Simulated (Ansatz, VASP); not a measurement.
**One calculation of GaN, two programs**

```xyz
4
Lattice="3.1136 0.0000 0.0000 -1.5568 2.6965 0.0000 0.0000 0.0000 5.0711" Properties=species:S:1:pos:R:3 pbc="T T T"
Ga    0.0000    1.7977   -0.0040
Ga    1.5568    0.8988    2.5316
N     0.0000    1.7977    1.9056
N     1.5568    0.8988    4.4412
```

Alike in both runs: task single point; functional r2SCAN; k mesh 8 × 8 × 4; no spin polarisation.

|  | VASP | Ansatz |
| --- | --- | --- |
| version | VASP 6.6.1 | Ansatz 0.2.0 |
| potentials or method | VASP PAW PBE potentials, release 64 (Ga_d, N) | PAW with Ansatz's default frozen-core files, scalar-relativistic |
| plane-wave cutoff (eV) | 520 | 500 |
| occupations | gaussian, width 0.01 eV | fixed |
| valence electrons in the cell | 36 | 36 |

Ansatz gave:

| Quantity | Value |
| --- | --- |
| gap on the k mesh at the Fermi level (eV) | 2.81 |
| pressure (GPa) | 15.0 |
| traceless stress, the component that is largest in VASP (GPa) | 0.00 |

Problem. What did VASP give for the same quantities?

Solution. gap on the k mesh at the Fermi level (eV): 2.80; pressure (GPa): 16.3; traceless stress, the component that is largest in VASP (GPa): -0.08.

VASP's potentials were made for PBE, not for r2SCAN.
